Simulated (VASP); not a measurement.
# Na (I4/mmm) in VASP: a series of runs

Runs on Na. Level: LDA. Tasks: single point.

Program: VASP 6.6.1. These are calculated values, not measurements. Logs are shortened: lines on timing, memory, paths and dates and some standing lists are left out, and cuts for length are marked.

## Step 1: The cell of the first run

It takes space group I4/mmm (No. 139, tetragonal). The conventional cell has a = 4.471 Å, b = 4.471 Å, c = 3.800 Å, α = 90.00°, β = 90.00°, γ = 90.00°. Na (site symmetry 4/mmm) has 14 Na at 3.69 to 4.47 Å within 4.8 Å.

## Step 2: Single point, LDA

The input, INCAR:

```
SYSTEM = Na
PREC = Accurate ; ENCUT = 520
EDIFF = 1E-6 ; ISMEAR = 0
SIGMA = 0.15 ; LREAL = .False.
LASPH = .True. ; NELM = 80
ALGO = Fast ; ISIF = 2
LWAVE = .False. ; LCHARG = .True.
LELF = .True. ; LVHAR = .True.
NBANDS = 10
```

The input, KPOINTS:

```
Automatic mesh
0
Gamma
  18 18 18
  0 0 0
```

The input, POSCAR:

```
Na
1.0
   -2.2353752790      2.2353752790      1.9000689872
    2.2353752790     -2.2353752790      1.9000689872
    2.2353752790      2.2353752790     -1.9000689872
Na
1
Direct
    0.0000000000      0.0000000000      0.0000000000
```

Potentials or basis: VASP PAW LDA potentials, release 64 (Na_pv).

Launch:

```
$ cat potpaw_LDA.64/Na_pv/POTCAR > POTCAR
$ mpirun -np 1 vasp_std > vasp.out
```

OUTCAR:

```text
SYSTEM = Na
   PREC = Accurate
   ENCUT = 520
   EDIFF = 1E-6
   ISMEAR = 0
   LREAL = .False.
   LASPH = .True.
   NELM = 80
   ISIF = 2

 ion  position               nearest neighbor table
   1  0.000  0.000  0.000-

  LATTYP: Found a body centered tetragonal cell.
 ALAT       =     4.4707505580
 C/A-ratio  =     0.8500000000

  Lattice vectors:

 A1 = (  -2.2353752790,   2.2353752790,   1.9000689872)
 A2 = (   2.2353752790,  -2.2353752790,   1.9000689872)
 A3 = (   2.2353752790,   2.2353752790,  -1.9000689872)

Analysis of symmetry for initial positions (statically):
=====================================================================
 Subroutine PRICEL returns:
 Original cell was already a primitive cell.

 Routine SETGRP: Setting up the symmetry group for a
 body centered tetragonal supercell.

 Subroutine GETGRP returns: Found 16 space group operations
 (whereof 16 operations were pure point group operations)
 out of a pool of 16 trial point group operations.

The static configuration has the point symmetry D_4h.

Analysis of symmetry for dynamics (positions and initial velocities):
=====================================================================
 Subroutine PRICEL returns:
 Original cell was already a primitive cell.

 Routine SETGRP: Setting up the symmetry group for a
 body centered tetragonal supercell.

 Subroutine GETGRP returns: Found 16 space group operations
 (whereof 16 operations were pure point group operations)
 out of a pool of 16 trial point group operations.

The dynamic configuration has the point symmetry D_4h.

 Subroutine INISYM returns: Found 16 space group operations
 (whereof 16 operations are pure point group operations),
 and found     1 'primitive' translations

----------------------------------------------------------------------------------------

                                     Primitive cell

  volume of cell :      37.9778

  direct lattice vectors                    reciprocal lattice vectors
    -2.235375279  2.235375279  1.900068987     0.000000000  0.223676089  0.263148340
     2.235375279 -2.235375279  1.900068987     0.223676089  0.000000000  0.263148340
     2.235375279  2.235375279 -1.900068987     0.223676089  0.223676089  0.000000000

  length of vectors
     3.688369210  3.688369210  3.688369210     0.345366532  0.345366532  0.316325759

  position of ions in fractional coordinates (direct lattice)
     0.000000000  0.000000000  0.000000000

  ion indices of the primitive-cell ions
   primitive index   ion index
                 1           1

----------------------------------------------------------------------------------------

 KPOINTS: Automatic mesh

Automatic generation of k-mesh.
 Grid dimensions read from file:
 generate k-points for:   18   18   18

 Generating k-lattice:

  Cartesian coordinates                     Fractional coordinates (reciprocal lattice)
     0.000000000  0.012426449  0.014619352     0.055555556  0.000000000 -0.000000000
     0.012426449  0.000000000  0.014619352     0.000000000  0.055555556 -0.000000000
     0.012426449  0.012426449  0.000000000     0.000000000  0.000000000  0.055555556

  Length of vectors
     0.019187030  0.019187030  0.017573653

  Shift w.r.t. Gamma in fractional coordinates (k-lattice)
     0.000000000  0.000000000  0.000000000

 Subroutine IBZKPT returns following result:
 ===========================================

 Found    480 irreducible k-points:

 Following reciprocal coordinates:
            Coordinates               Weight
  0.000000  0.000000  0.000000      1.000000
  0.055556 -0.000000  0.000000      8.000000
  0.111111 -0.000000  0.000000      8.000000
  0.166667 -0.000000  0.000000      8.000000
  0.222222 -0.000000  0.000000      8.000000
  0.277778 -0.000000  0.000000      8.000000
[... 16 lines left out ...]
 -0.277778  0.055556 -0.000000     16.000000
 -0.222222  0.055556 -0.000000     16.000000
 [... further k-points ...]
   k-points           NKPTS =    480   k-points in BZ     NKDIM =    480   number of bands    NBANDS=     10
   number of dos      NEDOS =    301   number of ions     NIONS =      1
   total plane-waves  NPLWV =  21952
   dimension x,y,z NGX =    28 NGY =   28 NGZ =   28
   dimension x,y,z NGXF=    56 NGYF=   56 NGZF=   56
   ions per type =               1
   NGX,Y,Z   is equivalent  to a cutoff of  12.62, 12.62, 12.62 a.u.
   NGXF,Y,Z  is equivalent  to a cutoff of  25.24, 25.24, 25.24 a.u.
 SYSTEM =  Na
   PREC   = accura    normal or accurate (medium, high low for compatibility)
   ISTART =      0    job   : 0-new  1-cont  2-samecut
   ICHARG =      2    charge: 1-file 2-atom 10-const
   ISPIN  =      1    spin polarized calculation?
   LNONCOLLINEAR =      F non collinear calculations
   LSORBIT =      F    spin-orbit coupling
   LASPH  =      T    aspherical Exc in radial PAW
   ENCUT  =  520.0 eV  38.22 Ry    6.18 a.u.   6.86  6.86  6.86*2*pi/ulx,y,z
   NELM   =     80;   NELMIN=  2; NELMDL= -5     # of ELM steps
   EDIFF  = 0.1E-05   stopping-criterion for ELM
   LREAL  =      F    real-space projection
   EDIFFG = 0.1E-04   stopping-criterion for IOM
   NSW    =      0    number of steps for IOM
   IBRION =     -1    ionic relax: 0-MD 1-quasi-New 2-CG
   NFREE  =      0    steps in history (QN), initial steepest desc. (CG)
   ISIF   =      2    stress and relaxation
   ISYM   =      2    0-nonsym 1-usesym 2-fastsym
   POTIM  = 0.5000    time-step for ionic-motion
   TEBEG  =    0.0;   TEEND  =   0.0 temperature during run
   PSTRESS=    0.0 pullay stress
   NELECT =       7.0000    total number of electrons
   NUPDOWN=      -1.0000    fix difference up-down
   EMIN   =  10.00;   EMAX   =-10.00  energy-range for DOS
   EFERMI =   0.00;   METHOD = LEGACY
   ISMEAR =     0;   SIGMA  =   0.15  broadening in eV -4-tet -1-fermi 0-gaus
   EFERMI_NEDOS =   21; number of points for ismear=-14 and -15
   IALGO  =     68    algorithm
   IMIX   =      4    mixing-type and parameters
     AMIX     =   0.40;   BMIX     =  1.00
     AMIX_MAG =   1.60;   BMIX_MAG =  1.00
  volume/ion in A,a.u.               =      37.98       256.29
  Fermi-wavevector in a.u.,A,eV,Ry     =   0.931674  1.760609 11.810087  0.868017
  Thomas-Fermi vector in A             =   2.058192
   LORBIT       =      0    0 simple, 1 ext, 2 COOP (PROOUT), +10 PAW based schemes
   GGA     = CA    functional components
   LHFCALC =     F    Hartree Fock is set to
   AEXX    =    0.0000 exact exchange contribution
   IVDW    =     0    specifies the selected vdW correction
   LEPSILON=     F    determine dielectric tensor
   LRPA    =     F    only Hartree local field effects (RPA)
 non-spin polarized calculation
 RMM-DIIS sequential band-by-band and
 Gauss-broadening in eV      SIGMA  =   0.15
  energy-cutoff  :      520.00
  volume of cell :       37.98
 maximum number of plane-waves:      1045
   NGX = 13   NGY = 13   NGZ = 13

 number of electron       7.0000004 magnetization

 Free energy of the ion-electron system (eV)
  ---------------------------------------------------
  ext. energy  EPLUGINS =         0.00000000
  ---------------------------------------------------
  free energy    TOTEN  =        -1.43684287 eV

  energy without entropy =       -1.43180698  energy(sigma->0) =       -1.43432492

 E-fermi :   0.0970     XC(G=0):  -6.6598

 val. band max:        0.0886695145   @ k =   0.2222   0.2222   0.0556
 cond. band min:       0.1180708825   @ k =   0.5000   0.1667   0.0000
 fundamental gap:      0.0294013679
 Fermi energy:         0.0969858779

 k-point     1 :       0.0000    0.0000    0.0000
  band No.  band energies     occupation
      1     -24.8739      2.00000
      2     -24.8730      2.00000
      3     -24.8730      2.00000
      4      -3.1378      2.00000
      5      10.0861      0.00000
      6      11.4877      0.00000
      7      11.5667      0.00000
      8      11.5667      0.00000
      9      12.6491      0.00000
     10      12.6511      0.00000

 k-point     2 :       0.0556   -0.0000    0.0000
  band No.  band energies     occupation
      1     -24.8748      2.00000
      2     -24.8733      2.00000
      3     -24.8733      2.00000
      4      -3.0806      2.00000
      5       9.8112      0.00000
      6      10.8147      0.00000
      7      11.8975      0.00000
      8      11.9247      0.00000
      9      12.2038      0.00000
     10      12.2072      0.00000

 k-point     3 :       0.1111   -0.0000    0.0000
  band No.  band energies     occupation
      1     -24.8778      2.00000
      2     -24.8743      2.00000
      3     -24.8737      2.00000
      4      -2.9092      2.00000
      5       9.3229      0.00000
      6       9.9287      0.00000
      7      10.7575      0.00000
      8      11.4124      0.00000
      9      12.4714      0.00000
     10      12.7396      0.00000

 k-point     4 :       0.1667   -0.0000    0.0000
  band No.  band energies     occupation
      1     -24.8824      2.00000
      2     -24.8758      2.00000
      3     -24.8742      2.00000
      4      -2.6249      2.00000
      5       8.6498      0.00000
      6       8.8539      0.00000
      7      10.0280      0.00000
      8      10.6719      0.00000
      9      11.9879      0.00000
     10      13.4387      0.00000
[... 222 lines left out ...]
 k-point    22 :      -0.3333    0.0556    0.0000
  band No.  band energies     occupation
      1     -24.8963      2.00000
      2     -24.8809      2.00000
      3     -24.8757      2.00000
      4      -1.4452      2.00000
      5       5.3932      0.00000
      6       7.2747      0.00000
      7       9.0959      0.00000
      8       9.4254      0.00000
      9      11.4102      0.00000
     10      14.9325      0.00000

 k-point    23 :      -0.2778    0.0556   -0.0000
  band No.  band energies     occupation
      1     -24.8905      2.00000
      2     -24.8789      2.00000
      3     -24.8750      2.00000
      4      -1.9938      2.00000
      5       6.6687      0.00000
      6       7.5921      0.00000
      7       9.4034      0.00000
      8       9.9404      0.00000
      9      11.9146      0.00000
     10      14.5385      0.00000

 k-point    24 :      -0.2222    0.0556   -0.0000
  band No.  band energies     occupation
      1     -24.8848      2.00000
      2     -24.8769      2.00000
      3     -24.8744      2.00000
      4      -2.4349      2.00000
      5       7.7186      0.00000
      6       8.2892      0.00000
      7       9.8118      0.00000
      8      10.5583      0.00000
      9      12.4699      0.00000
     10      13.9041      0.00000

 [... further k-points ...]
[... 5 lines left out ...]
  --------------------------------------------------------------------------------------
  -------------------------------------------------------------------------------------
  Total       -0.2857732     -0.2857732     -0.1681706      0.0000000     -0.0000000      0.0000000
  in kB      -12.0559625    -12.0559625     -7.0946400      0.0000000     -0.0000000      0.0000000
  external PRESSURE =     -10.4021883 kB  Pullay stress =       0.0000000 kB

 VOLUME and BASIS-vectors are now :
 -----------------------------------------------------------------------------
  energy-cutoff  :      520.00
  volume of cell :       37.98
      direct lattice vectors                 reciprocal lattice vectors
    -2.235375279  2.235375279  1.900068987     0.000000000  0.223676089  0.263148340
     2.235375279 -2.235375279  1.900068987     0.223676089  0.000000000  0.263148340
     2.235375279  2.235375279 -1.900068987     0.223676089  0.223676089  0.000000000

 POSITION                                       TOTAL-FORCE (eV/Angst)
 -----------------------------------------------------------------------------------
      0.00000      0.00000      0.00000        -0.000000     -0.000000     -0.000000
 -----------------------------------------------------------------------------------
    total drift:                               -0.000000     -0.000000     -0.000000

  FREE ENERGIE OF THE ION-ELECTRON SYSTEM (eV)
  ---------------------------------------------------
  free  energy   TOTEN  =        -1.4368428685 eV

  energy  without entropy=       -1.4318069804  energy(sigma->0) =       -1.43432492
```

It took 49 s on 1 thread of Intel Xeon 6975P-C (Granite Rapids), shared host; peak memory 0.24 GiB.

What came out:

* Free energy: -1.4368 eV
* Pressure: -1.0 GPa

## Step 3: Single point, LDA

The input, INCAR:

```
ALGO = Fast ; EDIFF = 1E-6
ENCUT = 520 ; ISIF = 2
ISMEAR = 0 ; LASPH = T
LCHARG = F ; LREAL = F
LWAVE = F ; NBANDS = 10
NELM = 60 ; PREC = Accurate
SIGMA = 0.15
```

The input, KPOINTS:

```
k-points
0
Gamma
  18 18 18
```

The input, POSCAR:

```
Na
1.0
   -1.9926437912      1.9926437912      2.3911725494
    1.9926437912     -1.9926437912      2.3911725494
    1.9926437912      1.9926437912     -2.3911725494
Na
1
Direct
    0.0000000000      0.0000000000      0.0000000000
```

Potentials or basis: VASP PAW LDA potentials, release 64 (Na_pv).

Launch:

```
$ cat potpaw_LDA.64/Na_pv/POTCAR > POTCAR
$ mpirun -np 1 vasp_std > vasp.out
```

It took 48 s on 1 thread of Intel Xeon 6975P-C (Granite Rapids), shared host; peak memory 0.25 GiB.

It converged, with:

```yaml
Free_energy: -1.4417 eV
Pressure: -1.1 GPa
```

Levels at points of the mesh, in eV from the Fermi level:
```
           k point  band 1  band 2  band 3  band 4  band 5  band 6  band 7  band 8  band 9
(0.00, 0.00, 0.00)  -24.96  -24.96  -24.96   -3.23   10.91   10.91   11.48   12.37   12.49
(0.50, 0.00, 0.00)  -24.99  -24.97  -24.96    0.62    0.95    8.98    9.76   10.03   10.44
(0.50, 0.50, 0.00)  -24.99  -24.97  -24.96    1.25    1.73    6.88    7.63    7.79    9.34
(0.50, 0.50, 0.50)  -24.99  -24.98  -24.98    2.98    3.42    5.36    5.86    5.86    7.85
```

## Step 4: Single point, LDA

The input, INCAR:

```
PREC     = Accurate       # precision mode
ENCUT    = 520            # plane-wave cutoff, eV
EDIFF    = 1E-6           # SCF threshold, eV
ISMEAR   = 0              # smearing method
SIGMA    = 0.15           # smearing width, eV
LREAL    = False          # projectors in reciprocal space
LASPH    = True           # aspherical terms in the spheres
NELM     = 100            # most SCF steps
ALGO     = Fast           # electronic algorithm
ISIF     = 2              # what is computed and relaxed
LWAVE    = False          # write WAVECAR
LCHARG   = True           # write CHGCAR
GGA      = CA             # functional
LELF     = True           # ELF
LVHAR    = True         
NBANDS   = 10             # bands
```

The input, KPOINTS:

```
regular mesh
0
Gamma
  18 18 18
```

The input, POSCAR:

```
Na
1.0
   -2.3003392237      2.3003392237      1.7942645945
    2.3003392237     -2.3003392237      1.7942645945
    2.3003392237      2.3003392237     -1.7942645945
Na
1
Direct
    0.0000000000      0.0000000000      0.0000000000
```

Launch:

```
$ cat potpaw_LDA.64/Na_pv/POTCAR > POTCAR
$ mpirun -np 1 vasp_std > vasp.out
```

Wall time 49 s (1 thread of Intel Xeon 6975P-C (Granite Rapids), shared host); peak memory 0.25 GiB.

The run converged. Its results:

```yaml
Free_energy: -1.4256 eV
Pressure: -1.0 GPa
```

Stress tensor (GPa, compression positive):
```
-1.36  0.00  0.00
 0.00 -1.36  0.00
 0.00  0.00 -0.15
```

Levels at points of the mesh, in eV from the Fermi level:
| k point | band 1 | band 2 | band 3 | band 4 | band 5 | band 6 | band 7 | band 8 | band 9 |
| --- | --- | --- | --- | --- | --- | --- | --- | --- | --- |
| (0.00, 0.00, 0.00) | -24.98 | -24.98 | -24.98 | -3.24 | 9.27 | 10.63 | 10.63 | 10.80 | 13.35 |
| (0.50, 0.00, 0.00) | -25.02 | -24.99 | -24.99 | 1.20 | 1.69 | 7.31 | 8.12 | 8.29 | 9.63 |
| (0.50, 0.50, 0.00) | -25.01 | -24.99 | -24.98 | 0.25 | 0.40 | 10.75 | 11.07 | 11.48 | 11.81 |
| (0.50, 0.50, 0.50) | -25.01 | -25.01 | -25.00 | 3.49 | 3.49 | 3.65 | 4.30 | 8.08 | 8.97 |

(Continued in part 2 of 2.)
